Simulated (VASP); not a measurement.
# Ni (P6_3/mmc) in VASP: notebook, part 2 of 2

VASP 6.6.1.

### 3 Single point, LDA, collinear spin, ferromagnetic start

This run uses another cell than the first one, of 10.15 Å³/atom, 1.021 times its volume.

Contents of INCAR:

```
PREC = Accurate
ENCUT = 520
EDIFF = 1E-7
ISMEAR = 1
SIGMA = 0.01
LREAL = False
LASPH = True
NELM = 150
ALGO = Normal
ISIF = 2
LWAVE = False
LCHARG = False
ISPIN = 2
MAGMOM = 1.5 1.5
LORBIT = 11
LMAXMIX = 4
NBANDS = 21
```

Contents of KPOINTS:

```
Automatic mesh
0
Gamma
  13 13 7
```

Contents of POSCAR:

```
Ni
1.0
    2.4149345929      0.0000000000      0.0000000000
   -1.2074672964      2.0913971633      0.0000000000
    0.0000000000      0.0000000000      4.0177652794
Ni
2
Direct
    0.3333333333      0.6666666667      0.2500000000
    0.6666666667      0.3333333333      0.7500000000
```

Potentials or basis: VASP PAW LDA potentials, release 64 (Ni).

The run is started by

```console
cat potpaw_LDA.64/Ni/POTCAR > POTCAR
mpirun -np 1 vasp_std > vasp.out
```

OUTCAR:

```text
PREC = Accurate
   ENCUT = 520
   EDIFF = 1E-7
   ISMEAR = 1
   LREAL = False
   LASPH = True
   NELM = 150
   ISIF = 2
   ISPIN = 2
   LORBIT = 11

 ion  position               nearest neighbor table
   1  0.333  0.667  0.250-   2 2.45   2 2.45   2 2.45   2 2.45   2 2.45   2 2.45
   2  0.667  0.333  0.750-   1 2.45   1 2.45   1 2.45   1 2.45   1 2.45   1 2.45

  LATTYP: Found a hexagonal cell.
 ALAT       =     2.4149345929
 C/A-ratio  =     1.6637159827

  Lattice vectors:

 A1 = (   2.4149345929,   0.0000000000,   0.0000000000)
 A2 = (  -1.2074672964,   2.0913971633,   0.0000000000)
 A3 = (   0.0000000000,   0.0000000000,   4.0177652794)

Analysis of symmetry for initial positions (statically):
=====================================================================
 Subroutine PRICEL returns:
 Original cell was already a primitive cell.

 Routine SETGRP: Setting up the symmetry group for a
 hexagonal supercell.

 Subroutine GETGRP returns: Found 24 space group operations
 (whereof 12 operations were pure point group operations)
 out of a pool of 24 trial point group operations.

The static configuration has the point symmetry D_3d.
 The point group associated with its full space group is D_6h.

Analysis of symmetry for dynamics (positions and initial velocities):
=====================================================================
 Subroutine PRICEL returns:
 Original cell was already a primitive cell.

 Routine SETGRP: Setting up the symmetry group for a
 hexagonal supercell.

 Subroutine GETGRP returns: Found 24 space group operations
 (whereof 12 operations were pure point group operations)
 out of a pool of 24 trial point group operations.

The dynamic configuration has the point symmetry D_3d.
 The point group associated with its full space group is D_6h.

Analysis of structural, dynamic, and magnetic symmetry:
=====================================================================
 Subroutine PRICEL returns:
[... 144 lines left out ...]
  volume of cell :       20.29
 maximum number of plane-waves:       561
 NGX is ok and might be reduce to    18
   NGX =  9   NGY =  9   NGZ = 15

 number of electron      19.9999982 magnetization       1.1902603

 Free energy of the ion-electron system (eV)
  ---------------------------------------------------
  ext. energy  EPLUGINS =         0.00000000
  ---------------------------------------------------
  free energy    TOTEN  =       -13.10341336 eV

  energy without entropy =      -13.10339161  energy(sigma->0) =      -13.10340611

 E-fermi :  10.0801     XC(G=0): -14.0301

 val. band max:       10.0785391964   @ k =   0.2308   0.0769   0.2857
 cond. band min:      10.0825156364   @ k =   0.3077   0.3077   0.4286
 fundamental gap:      0.0039764399
 Fermi energy:        10.0800583872

 spin component 1

 k-point     1 :       0.0000    0.0000    0.0000
  band No.  band energies     occupation
      1       0.5800      1.00000
      2       4.8490      1.00000
      3       7.4458      1.00000
      4       7.6302      1.00000
      5       7.6303      1.00000
      6       7.9151      1.00000
[... 565 lines left out ...]
     20      39.0995      0.00000
     21      40.0789      0.00000

 [... further k-points ...]

 spin component 2

 k-point     1 :       0.0000    0.0000    0.0000
  band No.  band energies     occupation
      1       0.6271      1.00000
      2       5.2103      1.00000
      3       8.0364      1.00000
      4       8.2048      1.00000
      5       8.2048      1.00000
      6       8.5051      1.00000
[... 565 lines left out ...]
     20      39.2170      0.00000
     21      40.1594      0.00000

 [... further k-points ...]
[... 5 lines left out ...]
  --------------------------------------------------------------------------------------
  -------------------------------------------------------------------------------------
  Total       -0.1419815     -0.1419819     -0.5770278     -0.0000000     -0.0000000      0.0000000
  in kB      -11.2102671    -11.2102934    -45.5596986     -0.0000000     -0.0000000      0.0000000
  external PRESSURE =     -22.6600864 kB  Pullay stress =       0.0000000 kB

 VOLUME and BASIS-vectors are now :
 -----------------------------------------------------------------------------
  energy-cutoff  :      520.00
  volume of cell :       20.29
      direct lattice vectors                 reciprocal lattice vectors
     2.414934593  0.000000000  0.000000000     0.414089890  0.239074629  0.000000000
    -1.207467296  2.091397163  0.000000000     0.000000000  0.478149257  0.000000000
     0.000000000  0.000000000  4.017765279     0.000000000  0.000000000  0.248894580

 POSITION                                       TOTAL-FORCE (eV/Angst)
 -----------------------------------------------------------------------------------
     -0.00000      1.39426      1.00444        -0.000000      0.000000      0.000000
      1.20747      0.69713      3.01332         0.000000     -0.000000      0.000000
 -----------------------------------------------------------------------------------
    total drift:                               -0.000000      0.000000     -0.000000

  FREE ENERGIE OF THE ION-ELECTRON SYSTEM (eV)
  ---------------------------------------------------
  free  energy   TOTEN  =       -13.1034133629 eV

  energy  without entropy=      -13.1033916119  energy(sigma->0) =      -13.10340611

 total charge

# of ion       s       p       d       tot
------------------------------------------
    1        0.529   0.561   8.364   9.454
    2        0.529   0.561   8.364   9.454
--------------------------------------------------
tot          1.059   1.121  16.727  18.907

 magnetization (x)

# of ion       s       p       d       tot
------------------------------------------
    1       -0.004  -0.019   0.618   0.596
    2       -0.004  -0.019   0.618   0.596
--------------------------------------------------
tot         -0.008  -0.038   1.237   1.191
```

OSZICAR:

```text
N       E                     dE             d eps       ncg     rms          rms(c)
DAV:   1     0.931451005662E+02    0.93145E+02   -0.87283E+03  7714   0.139E+03
DAV:   2    -0.948193707670E+01   -0.10263E+03   -0.94406E+02  7171   0.236E+02
DAV:   3    -0.151403525525E+02   -0.56584E+01   -0.54437E+01  8106   0.632E+01
DAV:   4    -0.152080818438E+02   -0.67729E-01   -0.67668E-01  8127   0.650E+00
DAV:   5    -0.152098600276E+02   -0.17782E-02   -0.17781E-02  8240   0.105E+00    0.160E+01
DAV:   6    -0.137472937203E+02    0.14626E+01   -0.70256E+00  8388   0.599E+01    0.862E+00
DAV:   7    -0.131492755645E+02    0.59802E+00   -0.15794E+00  8180   0.244E+01    0.286E+00
DAV:   8    -0.131116894812E+02    0.37586E-01   -0.12669E-02 10350   0.154E+00    0.132E+00
DAV:   9    -0.131054187297E+02    0.62708E-02   -0.75786E-04 10174   0.287E-01    0.490E-01
DAV:  10    -0.131034163002E+02    0.20024E-02   -0.14964E-04 12783   0.250E-01    0.549E-02
DAV:  11    -0.131034283465E+02   -0.12046E-04   -0.23676E-05  7634   0.382E-02    0.293E-02
DAV:  12    -0.131034150063E+02    0.13340E-04   -0.36471E-06 11423   0.248E-02    0.123E-02
DAV:  13    -0.131034133618E+02    0.16445E-05   -0.52915E-07  8756   0.722E-03    0.187E-03
DAV:  14    -0.131034133629E+02   -0.11023E-08   -0.16813E-08  4419   0.169E-03
   1 F= -.13103413E+02 E0= -.13103406E+02  d E =-.217510E-04  mag=     1.1902
```

stdout:

```text
POSCAR found type information on POSCAR Ni
 POSCAR found :  1 types and       2 ions
 scaLAPACK will be used
 LDA part: xc-table for (Slater(with rela. corr.)+CA(PZ))
 , standard interpolation
 POSCAR, INCAR and KPOINTS ok, starting setup
 FFT: planning ... GRIDC
 FFT: planning ... GRID_SOFT
 FFT: planning ... GRID
 WAVECAR not read
 entering main loop
```

It took 1.7 min on 1 thread of Intel Xeon 8259CL, shared host; peak memory 0.16 GiB.

Results:

| Quantity | Value |
| --- | --- |
| Free energy | -13.1034 eV |
| Pressure | -2.3 GPa |
| Net moment | 1.19 μB per cell |
| Site moments | Ni +0.60 μB |
| Valence electrons inside the program's atomic spheres | Ni 9.45 |

Levels at points of the mesh, in eV from the Fermi level:
Spin up:
```tsv
k point	band 9	band 10	band 11	band 12	band 13	band 14
(0.00, 0.00, 0.00)	-1.64	-0.63	-0.63	-0.60	5.94	23.50
```
Spin down:
| k point | band 5 | band 6 | band 7 | band 8 | band 9 | band 10 | band 11 | band 12 | band 13 | band 14 |
| --- | --- | --- | --- | --- | --- | --- | --- | --- | --- | --- |
| (0.00, 0.00, 0.00) | -1.88 | -1.57 | -1.57 | -1.05 | -1.05 | -0.57 | -0.01 | -0.01 | 6.32 | 23.49 |

### 4 Single point, LDA, collinear spin, ferromagnetic start

This run uses another cell than the first one, of 10.36 Å³/atom, 1.043 times its volume.

Contents of INCAR:

```
SYSTEM = Ni
PREC = Accurate ; ENCUT = 520
EDIFF = 1E-6 ; ISMEAR = 1
SIGMA = 0.01 ; LREAL = .FALSE.
LASPH = .TRUE. ; NELM = 150
ALGO = Normal ; ISIF = 2
LWAVE = .FALSE. ; LCHARG = .FALSE.
ISPIN = 2 ; MAGMOM = 1.5 1.5
LORBIT = 11 ; LMAXMIX = 4
NBANDS = 21
```

Contents of KPOINTS:

```
regular mesh
0
G
  13 13 7
  0 0 0
```

Contents of POSCAR:

```
Ni
1.0
    2.4315898405      0.0000000000      0.0000000000
   -1.2157949203      2.1058210478      0.0000000000
    0.0000000000      0.0000000000      4.0454748811
Ni
2
Direct
    0.3333333333      0.6666666667      0.2500000000
    0.6666666667      0.3333333333      0.7500000000
```

The run is started by

```console
cat potpaw_LDA.64/Ni/POTCAR > POTCAR
mpirun -np 1 vasp_std > vasp.out
```

Wall time 94 s (1 thread of Intel Xeon 8259CL, shared host); peak memory 0.16 GiB.

The run converged. Its results:

| Property | Result |
| --- | --- |
| Free energy | -13.0912 eV |
| Pressure | -7.0 GPa |
| Net moment | 1.19 μB per cell |
| Site moments | Ni +0.60 μB |
| Valence electrons inside the program's atomic spheres | Ni 9.41 |

Stress tensor (GPa, compression positive):
```
-5.95  0.00  0.00
 0.00 -5.95  0.00
 0.00  0.00 -9.07
```

Levels at points of the mesh, in eV from the Fermi level:
Spin up:
```tsv
k point	band 8	band 9	band 10	band 11	band 12	band 13	band 14	band 15
(0.00, 0.00, 0.00)	-1.61	-1.61	-0.63	-0.63	-0.56	5.79	23.32	25.55
```
Spin down:
| k point | band 7 | band 8 | band 9 | band 10 | band 11 | band 12 |
| --- | --- | --- | --- | --- | --- | --- |
| (0.00, 0.00, 0.00) | -1.53 | -1.02 | -1.02 | -0.53 | -0.01 | -0.01 |

### 5 The runs side by side

| cell | gap on the mesh (eV) | pressure (GPa) | moment (μB) |
| --- | --- | --- | --- |
| a = 2.398, b = 2.398, c = 3.990 Å, angles 90.0, 90.0, 120.0°, 2 atoms | none | 3.1 | 1.19 |
| a = 2.415, b = 2.415, c = 4.018 Å, angles 90.0, 90.0, 120.0°, 2 atoms | none | -2.3 | 1.19 |
| a = 2.432, b = 2.432, c = 4.045 Å, angles 90.0, 90.0, 120.0°, 2 atoms | none | -7.0 | 1.19 |

Alike in all rows: task single point; level LDA; potentials or basis VASP PAW LDA potentials, release 64 (Ni); spin collinear, ferromagnetic start; k mesh 13 × 13 × 7; cutoff (eV) 520; smearing methfessel-paxton 0.01 eV.

Absolute energies hang on the potentials; compare differences alone.
